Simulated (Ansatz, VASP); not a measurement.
# Li2O in VASP and in Ansatz

```
Li O
1.0
     0.00000    2.26225    2.26225
     2.26225    0.00000    2.26225
     2.26225    2.26225    0.00000
Li O
2 1
Direct
  0.25000 0.25000 0.25000
  0.75000 0.75000 0.75000
  0.00000 0.00000 0.00000
```

Alike in both runs: functional PBE; dispersion D3(BJ); k mesh 6 × 6 × 6; no spin polarisation.

Ansatz relaxed the structure, and its values are those at the end. VASP's run is a single point on that final structure, the one shown.

```csv
,VASP,Ansatz
version,VASP 6.6.1,Ansatz 0.2.0
potentials or method,"VASP PAW PBE potentials, release 64 (Li_sv, O)","plane waves, PAW"
plane-wave cutoff (eV),750,420
occupations,"gaussian, width 0.01 eV",fixed
valence electrons in the cell,12,12
```

```tsv
	VASP	Ansatz	Ansatz less VASP
pressure (GPa)	-0.2	0.0	+0.23
```
